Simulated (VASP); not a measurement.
# SnTe (R3m) in VASP: relaxation of cell and atoms with PBE

Aim: the relaxation of cell and atoms of SnTe with PBE.

All numbers are computed with VASP 6.6.1; they aren't measurements. Logs are shortened: lines on timing, memory, paths and dates and some standing lists are left out, and cuts for length are marked.

## 1. The cell of the first run

The structure is trigonal, space group R3m (No. 160). The conventional cell has a = 4.530 Å, b = 4.530 Å, c = 11.387 Å, α = 90.00°, β = 90.00°, γ = 120.00°. Sn (site symmetry 3m) has 6 Te at 3.06 to 3.42 Å within 4.0 Å. Within 4.0 Å of Te (site symmetry 3m) lie 6 Sn at 3.06 to 3.42 Å.

## 2. Relaxation of cell and atoms, PBE

File INCAR:

```
SYSTEM = SnTe
PREC = Accurate
ENCUT = 600
EDIFF = 1E-6
ISMEAR = 0
SIGMA = 0.02
LREAL = .FALSE.
LASPH = .TRUE.
NELM = 60
ALGO = Normal
ISIF = 3
LWAVE = .FALSE.
LCHARG = .FALSE.
GGA = PE
IBRION = 2
NSW = 100
EDIFFG = -0.01
```

File KPOINTS:

```
regular mesh
0
G
  12 12 12
  0 0 0
```

File POSCAR:

```
SnTe
1.0
    2.2649957226      1.3076958901      3.7957294483
   -2.2649957226      1.3076958901      3.7957294483
    0.0000000000     -2.6153917803      3.7957294483
Sn Te
1 1
Direct
    0.3246313333      0.3246313333      0.3246313333
    0.7973485234      0.7973485234      0.7973485234
```

Potentials or basis: VASP PAW PBE potentials, release 64 (Sn_d, Te).

Launch:

```sh
$ cat potpaw_PBE.64/Sn_d/POTCAR potpaw_PBE.64/Te/POTCAR > POTCAR
$ mpirun -np 1 vasp_std > vasp.out
```

OUTCAR:

```text
SYSTEM = SnTe
   PREC = Accurate
   ENCUT = 600
   EDIFF = 1E-6
   ISMEAR = 0
   LREAL = .FALSE.
   LASPH = .TRUE.
   NELM = 60
   ISIF = 3
   GGA = PE
   IBRION = 2
   NSW = 100
   EDIFFG = -0.01

 ion  position               nearest neighbor table
   1  0.325  0.325  0.325-   2 3.06   2 3.06   2 3.06   2 3.42   2 3.42   2 3.42
   2  0.797  0.797  0.797-   1 3.06   1 3.06   1 3.06   1 3.42   1 3.42   1 3.42

  LATTYP: Found a trigonal (rhomboedric) cell.
 ALAT       =     4.6095375266
 COS(alpha) =     0.5171079471

  Lattice vectors:

 A1 = (   2.2649957226,   1.3076958901,   3.7957294483)
 A2 = (  -2.2649957226,   1.3076958901,   3.7957294483)
 A3 = (   0.0000000000,  -2.6153917803,   3.7957294483)

Analysis of symmetry for initial positions (statically):
=====================================================================
 Subroutine PRICEL returns:
 Original cell was already a primitive cell.

 Routine SETGRP: Setting up the symmetry group for a
 trigonal (rhombohedral) supercell.

 Subroutine GETGRP returns: Found  6 space group operations
 (whereof  6 operations were pure point group operations)
 out of a pool of 12 trial point group operations.

The static configuration has the point symmetry C_3v.

Analysis of symmetry for dynamics (positions and initial velocities):
=====================================================================
 Subroutine PRICEL returns:
 Original cell was already a primitive cell.

 Routine SETGRP: Setting up the symmetry group for a
 trigonal (rhombohedral) supercell.

 Subroutine GETGRP returns: Found  6 space group operations
 (whereof  6 operations were pure point group operations)
 out of a pool of 12 trial point group operations.

The dynamic configuration has the point symmetry C_3v.

 Subroutine INISYM returns: Found  6 space group operations
 (whereof  6 operations are pure point group operations),
 and found     1 'primitive' translations

----------------------------------------------------------------------------------------

                                     Primitive cell

  volume of cell :      67.4560

  direct lattice vectors                    reciprocal lattice vectors
     2.264995723  1.307695890  3.795729448     0.220750969  0.127450631  0.087817991
    -2.264995723  1.307695890  3.795729448    -0.220750969  0.127450631  0.087817991
     0.000000000 -2.615391780  3.795729448     0.000000000 -0.254901262  0.087817991

  length of vectors
     4.609537527  4.609537527  4.609537527     0.269604624  0.269604624  0.269604624

  position of ions in fractional coordinates (direct lattice)
     0.324631333  0.324631333  0.324631333
     0.797348523  0.797348523  0.797348523

  ion indices of the primitive-cell ions
   primitive index   ion index
                 1           1
                 2           2

----------------------------------------------------------------------------------------

 KPOINTS: regular mesh

Automatic generation of k-mesh.
 Grid dimensions read from file:
 generate k-points for:   12   12   12

 Generating k-lattice:

  Cartesian coordinates                     Fractional coordinates (reciprocal lattice)
     0.018395914  0.010620886  0.007318166     0.083333333  0.000000000  0.000000000
    -0.018395914  0.010620886  0.007318166     0.000000000  0.083333333  0.000000000
     0.000000000 -0.021241772  0.007318166     0.000000000  0.000000000  0.083333333

  Length of vectors
     0.022467052  0.022467052  0.022467052

  Shift w.r.t. Gamma in fractional coordinates (k-lattice)
     0.000000000  0.000000000  0.000000000

 Subroutine IBZKPT returns following result:
 ===========================================

 Found    189 irreducible k-points:

 Following reciprocal coordinates:
            Coordinates               Weight
  0.000000  0.000000  0.000000      1.000000
  0.083333 -0.000000 -0.000000      6.000000
  0.166667 -0.000000 -0.000000      6.000000
  0.250000 -0.000000 -0.000000      6.000000
  0.333333 -0.000000 -0.000000      6.000000
  0.416667 -0.000000  0.000000      6.000000
[... 16 lines left out ...]
  0.500000  0.166667 -0.000000     12.000000
 -0.416667  0.166667  0.000000     12.000000
 [... further k-points ...]
   k-points           NKPTS =    189   k-points in BZ     NKDIM =    189   number of bands    NBANDS=     14
   number of dos      NEDOS =    301   number of ions     NIONS =      2
   total plane-waves  NPLWV =  64000
   dimension x,y,z NGX =    40 NGY =   40 NGZ =   40
   dimension x,y,z NGXF=    80 NGYF=   80 NGZF=   80
   ions per type =               1   1
   NGX,Y,Z   is equivalent  to a cutoff of  14.43, 14.43, 14.43 a.u.
   NGXF,Y,Z  is equivalent  to a cutoff of  28.85, 28.85, 28.85 a.u.
 SYSTEM =  SnTe
   PREC   = accura    normal or accurate (medium, high low for compatibility)
   ISTART =      0    job   : 0-new  1-cont  2-samecut
   ICHARG =      2    charge: 1-file 2-atom 10-const
   ISPIN  =      1    spin polarized calculation?
   LNONCOLLINEAR =      F non collinear calculations
   LSORBIT =      F    spin-orbit coupling
   LASPH  =      T    aspherical Exc in radial PAW
   ENCUT  =  600.0 eV  44.10 Ry    6.64 a.u.   9.21  9.21  9.21*2*pi/ulx,y,z
   NELM   =     60;   NELMIN=  2; NELMDL= -5     # of ELM steps
   EDIFF  = 0.1E-05   stopping-criterion for ELM
   LREAL  =      F    real-space projection
   EDIFFG = -.1E-01   stopping-criterion for IOM
   NSW    =    100    number of steps for IOM
   IBRION =      2    ionic relax: 0-MD 1-quasi-New 2-CG
   NFREE  =      1    steps in history (QN), initial steepest desc. (CG)
   ISIF   =      3    stress and relaxation
   ISYM   =      2    0-nonsym 1-usesym 2-fastsym
   POTIM  = 0.5000    time-step for ionic-motion
   TEBEG  =    0.0;   TEEND  =   0.0 temperature during run
   PSTRESS=    0.0 pullay stress
   NELECT =      20.0000    total number of electrons
   NUPDOWN=      -1.0000    fix difference up-down
   EMIN   =  10.00;   EMAX   =-10.00  energy-range for DOS
   EFERMI =   0.00;   METHOD = LEGACY
   ISMEAR =     0;   SIGMA  =   0.02  broadening in eV -4-tet -1-fermi 0-gaus
   EFERMI_NEDOS =   21; number of points for ismear=-14 and -15
   IALGO  =     38    algorithm
   IMIX   =      4    mixing-type and parameters
     AMIX     =   0.40;   BMIX     =  1.00
     AMIX_MAG =   1.60;   BMIX_MAG =  1.00
  volume/ion in A,a.u.               =      33.73       227.61
  Fermi-wavevector in a.u.,A,eV,Ry     =   1.091636  2.062893 16.213651  1.191670
  Thomas-Fermi vector in A             =   2.227886
   LORBIT       =      0    0 simple, 1 ext, 2 COOP (PROOUT), +10 PAW based schemes
   GGA     = PE    functional components
   LHFCALC =     F    Hartree Fock is set to
   AEXX    =    0.0000 exact exchange contribution
   IVDW    =     0    specifies the selected vdW correction
   LEPSILON=     F    determine dielectric tensor
   LRPA    =     F    only Hartree local field effects (RPA)
 conjugate gradient relaxation of ions
 non-spin polarized calculation
 Gauss-broadening in eV      SIGMA  =   0.02
  energy-cutoff  :      600.00
  volume of cell :       67.46
 maximum number of plane-waves:      2269
 NGX is ok and might be reduce to    40
   NGX = 19   NGY = 19   NGZ = 19

--------------------------------------- Ionic step        1  -------------------------------------------

 number of electron      20.0000000 magnetization

 Free energy of the ion-electron system (eV)
  ---------------------------------------------------
  ext. energy  EPLUGINS =         0.00000000
  ---------------------------------------------------
  free energy    TOTEN  =        -7.55762020 eV

  energy without entropy =       -7.55762020  energy(sigma->0) =       -7.55762020

------------------------ aborting loop because EDIFF is reached ----------------------------------------

  FORCE on cell =-STRESS in cart. coord.  units (eV):
  Direction    XX          YY          ZZ          XY          YZ          ZX
  --------------------------------------------------------------------------------------
  -------------------------------------------------------------------------------------
  Total        0.0211629      0.0211629      0.1073257     -0.0000000     -0.0000000      0.0000000
  in kB        0.5026493      0.5026493      2.5491410     -0.0000000     -0.0000000      0.0000000
  external PRESSURE =       1.1848132 kB  Pullay stress =       0.0000000 kB
[... 89 lines left out ...]
  FREE ENERGIE OF THE ION-ELECTRON SYSTEM (eV)
  ---------------------------------------------------
  free  energy   TOTEN  =        -7.5609000341 eV

  energy  without entropy=       -7.5609000341  energy(sigma->0) =       -7.56090003

[... ionic steps 4 to 11 ...]

--------------------------------------- Ionic step       12  -------------------------------------------

 number of electron      20.0000000 magnetization

------------------------ aborting loop because EDIFF is reached ----------------------------------------
[... 67 lines left out ...]
--------------------------------------- Ionic step       14  -------------------------------------------

 number of electron      20.0000000 magnetization

 Free energy of the ion-electron system (eV)
  ---------------------------------------------------
  ext. energy  EPLUGINS =         0.00000000
  ---------------------------------------------------
  free energy    TOTEN  =        -7.56653779 eV

  energy without entropy =       -7.56653779  energy(sigma->0) =       -7.56653779

 E-fermi :   6.2982     XC(G=0):  -9.2413

 val. band max:        6.1892141334   @ k =   0.5000  -0.0000  -0.0000
 cond. band min:       6.3818749222   @ k =   0.5000  -0.0000  -0.0000
 fundamental gap:      0.1926607888
 Fermi energy:         6.2982004517

 k-point     1 :       0.0000    0.0000    0.0000
  band No.  band energies     occupation
      1     -15.5932      2.00000
      2     -15.5932      2.00000
      3     -15.5897      2.00000
      4     -15.5897      2.00000
      5     -15.5891      2.00000
      6      -6.1418      2.00000
      7       1.4010      2.00000
      8       4.2713      2.00000
      9       4.2816      2.00000
     10       4.2816      2.00000
     11       9.3968      0.00000
     12       9.4799      0.00000
     13       9.4799      0.00000
     14      11.2135      0.00000
[... 377 lines left out ...]
      1     -15.5982      2.00000
      2     -15.5957      2.00000
      3     -15.5876      2.00000
      4     -15.5852      2.00000
      5     -15.5835      2.00000
      6      -4.9081      2.00000
      7      -1.5511      2.00000
      8       2.9825      2.00000
      9       4.1245      2.00000
     10       4.9676      2.00000
     11       7.4377      0.00000
     12       7.4920      0.00000
     13       9.2403      0.00000
     14      12.8019      0.00000

 [... further k-points ...]

------------------------ aborting loop because EDIFF is reached ----------------------------------------

  FORCE on cell =-STRESS in cart. coord.  units (eV):
  Direction    XX          YY          ZZ          XY          YZ          ZX
  --------------------------------------------------------------------------------------
  -------------------------------------------------------------------------------------
  Total       -0.0089241     -0.0089241      0.0020493      0.0000000     -0.0000000      0.0000000
  in kB       -0.2161414     -0.2161414      0.0496344      0.0000000     -0.0000000      0.0000000
  external PRESSURE =      -0.1275494 kB  Pullay stress =       0.0000000 kB
[... 17 lines left out ...]
  FREE ENERGIE OF THE ION-ELECTRON SYSTEM (eV)
  ---------------------------------------------------
  free  energy   TOTEN  =        -7.5665377920 eV

  energy  without entropy=       -7.5665377920  energy(sigma->0) =       -7.56653779

 reached required accuracy - stopping structural energy minimisation
```

It took 47 min on 1 thread of Oxide Virtual Turin-like, shared host; peak memory 0.4 GiB.

Results:

| Property | Result |
| --- | --- |
| Free energy | -7.5665 eV |
| Relaxed volume | 33.08 Å³/atom |
| Relaxed cell | a = 4.549 Å, b = 4.549 Å, c = 4.549 Å, α = 59.73°, β = 59.73°, γ = 59.73° |
| Space group after relaxing (to 0.1 Å) | R3m (No. 160) |
| Energy gained by relaxing | 4.5 meV/atom |
| Ionic steps | 14 |
| Pressure after relaxing | 0.0 GPa |
| Largest force after relaxing | 0.005 eV/Å |
| Band gap on the k mesh | 0.19 eV |

Forces on the atoms (eV/Å):
```
Sn   0.000  0.000  0.005
Te   0.000  0.000 -0.005
```

The path:
| step | energy change (eV) | largest force (eV/Å) | pressure (GPa) | volume (Å³) |
| --- | --- | --- | --- | --- |
| 1 | 0.0000 | 0.1540 | 0.12 | 67.46 |
| 2 | -0.0021 | 0.1109 | -0.10 | 67.70 |
| 3 | -0.0033 | 0.0561 | -0.41 | 68.04 |
| 4 | -0.0048 | 0.0507 | -0.24 | 67.61 |
| 5 | -0.0061 | 0.0435 | 0.01 | 66.95 |
| 6 | -0.0048 | 0.0321 | 0.60 | 65.65 |
| 7 | -0.0063 | 0.0408 | 0.17 | 66.62 |
| 8 | -0.0071 | 0.0258 | 0.10 | 66.57 |
| 9 | -0.0085 | 0.0032 | -0.03 | 66.40 |
| 10 | -0.0087 | 0.0099 | -0.07 | 66.33 |
| 11 | -0.0087 | 0.0127 | -0.08 | 66.27 |
| 12 | -0.0088 | 0.0027 | 0.14 | 65.91 |
| 13 | -0.0089 | 0.0051 | 0.06 | 66.04 |
| 14 | -0.0089 | 0.0049 | -0.01 | 66.15 |

Final structure:
```xyz
2
Lattice="2.2651 1.3078 3.7220 -2.2651 1.3078 3.7220 0.0000 -2.6155 3.7220" Properties=species:S:1:pos:R:3 pbc="T T T"
Sn    0.0000    0.0000    3.5360
Te    0.0000    0.0000    8.9920
```

Levels at points of the mesh, in eV from the valence-band top:
```
           k point  band 7  band 8  band 9  band 10  band 11  band 12  band 13  band 14
(0.00, 0.00, 0.00)   -4.79   -1.92   -1.91    -1.91     3.21     3.29     3.29     5.02
(0.50, 0.00, 0.00)   -7.96   -1.65   -1.63     0.00     0.19     0.58     0.62     7.72
(0.50, 0.50, 0.00)   -6.38   -5.06   -3.39    -3.38     2.42     4.76     4.83     6.08
(0.50, 0.50, 0.50)   -7.93   -1.60   -1.60    -0.14     0.40     0.59     0.59     7.61
```

Caveat: semilocal functionals underestimate gaps, and a narrow one can read as zero; spin-orbit coupling is left out, which moves the levels of the heavy elements.
